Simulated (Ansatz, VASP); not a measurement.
## One calculation of NiO, two programs

File INCAR:

```
ALGO = Normal
EDIFF = 1E-6
ENCUT = 520
GGA = PS
ISIF = 2
ISMEAR = 0
ISPIN = 2
LASPH = T
LCHARG = F
LDAU = T
LDAUJ = 0 0
LDAUL = 2 -1
LDAUPRINT = 1
LDAUTYPE = 2
LDAUU = 4 0
LMAXMIX = 4
LORBIT = 11
LREAL = F
LWAVE = F
MAGMOM = 1.74 -1.74 0 0
NBANDS = 28
NELM = 150
PREC = Accurate
SIGMA = 0.05
```

Contents of KPOINTS:

```
k-points
0
Gamma
  8 8 8
```

File POSCAR:

```
NiO
1.0
    0.0000000000      2.0913095100      2.0913095100
    2.0913095100      0.0000000000      2.0913095100
    4.1826190200      4.1826190200      0.0000000000
Ni O
2 2
Direct
    0.0000000000      0.0000000000      0.0000000000
    0.0000000000      0.0000000000      0.5000000000
    0.5000000000      0.5000000000      0.2500000000
    0.5000000000      0.5000000000      0.7500000000
```

Input for Ansatz:

```yaml
crystal:
  lattice:
    - [0.0, 2.09130951, 2.09130951]
    - [2.09130951, 0.0, 2.09130951]
    - [4.18261902, 4.18261902, 0.0]
  atoms:
    - { symbol: Ni, position: [0.0, 0.0, 0.0], spin: 2.0 }
    - { symbol: O, position: [0.5, 0.5, 0.25] }
    - { symbol: Ni, position: [0.0, 0.0, 0.5], spin: -2.0 }
    - { symbol: O, position: [0.5, 0.5, 0.75] }
basis:
  ecutwfc: 420
  ecutrho_ratio: 4
kpoints:
  mp_grid: { grid: [8, 8, 8] }
hamiltonian:
  xc: pbesol
  hubbard:
    sites:
      - { site: 0, l: d, u_eff: 4.0, starting_ns: [{ spin: up, occupation_matrix: s0up }, { spin: down, occupation_matrix: s0down }] }
      - { site: 2, l: d, u_eff: 4.0, starting_ns: [{ spin: up, occupation_matrix: s2up }, { spin: down, occupation_matrix: s2down }] }
    occupation_matrices:
      s0up:
        matrix:
          - [0.97, 0.0, 0.0, 0.0, 0.0]
          - [0.0, 0.97, 0.0, 0.0, 0.0]
          - [0.0, 0.0, 0.97, 0.0, 0.0]
          - [0.0, 0.0, 0.0, 0.97, 0.0]
          - [0.0, 0.0, 0.0, 0.0, 0.97]
      s0down:
        matrix:
          - [0.10792, 0.06909, -0.03517, -0.24956, 0.0866]
          - [0.06909, 0.13528, 0.2036, -0.21765, 0.05127]
          - [-0.03517, 0.2036, 0.91995, 0.04736, -0.01056]
          - [-0.24956, -0.21765, 0.04736, 0.82964, 0.04175]
          - [0.0866, 0.05127, -0.01056, 0.04175, 0.95721]
      s2up:
        matrix:
          - [0.18237, 0.01813, -0.05964, 0.10752, -0.33532]
          - [0.01813, 0.67349, 0.11681, -0.39482, -0.15462]
          - [-0.05964, 0.11681, 0.92048, 0.16111, 0.0379]
          - [0.10752, -0.39482, 0.16111, 0.43543, -0.16934]
          - [-0.33532, -0.15462, 0.0379, -0.16934, 0.73823]
      s2down:
        matrix:
          - [0.97, 0.0, 0.0, 0.0, 0.0]
          - [0.0, 0.97, 0.0, 0.0, 0.0]
          - [0.0, 0.0, 0.97, 0.0, 0.0]
          - [0.0, 0.0, 0.0, 0.97, 0.0]
          - [0.0, 0.0, 0.0, 0.0, 0.97]
    ns_hold: { iters: 5 }
scf:
  occupations: { method: gaussian, width: 0.05 }
  lower_state_search: "off"
  max_iter: 150
output:
  forces: true
  stress: true
  eigenvalues: true
  populations: true
  hubbard: { sites: [{ site: 0, l: d }, { site: 2, l: d }] }
  write_density: true
  write_potential: true
  elf: true
  volumetric_format: npy
magnetization:
  spin_polarized: true
```

Alike in both runs: task single point; functional PBEsol; k mesh 8 × 8 × 8; occupations gaussian, width 0.05 eV; collinear spin; Hubbard terms Ni d U = 4.0 eV.

|  | VASP | Ansatz |
| --- | --- | --- |
| version | VASP 6.6.1 | Ansatz 0.2.0 |
| potentials or method | VASP PAW PBE potentials, release 64 (Ni, O), cutoff 520 eV | scalar-relativistic, plane waves, PAW |
| valence electrons in the cell | 32 | 48 |

Ansatz gave:

| Quantity | Value |
| --- | --- |
| gap on the k mesh at the Fermi level (eV) | 2.50 |
| least direct gap on the mesh (eV) | 2.96 |
| pressure (GPa) | -3.2 |
| net moment per atom (μB) | 0.00 |
| size of the moment on the site where the two differ most (μB) | 1.58 |

Question: Which values does VASP return?

Answer: gap on the k mesh at the Fermi level (eV): 2.57; least direct gap on the mesh (eV): 3.00; pressure (GPa): -9.2; net moment per atom (μB): 0.00; size of the moment on the site where the two differ most (μB): 1.62.

VASP's potentials were made for PBE, not for PBEsol. Site moments also hang on the region over which each program counts them. The programs project onto different local orbitals, so the same U acts differently, and such runs can settle in different states. VASP's potentials hold 32 valence electrons a cell and Ansatz's 48, so a difference there can come from the potentials and not from the codes. Ansatz's warnings: specified occupation not kept, symmetry narrowed by occupation matrices.
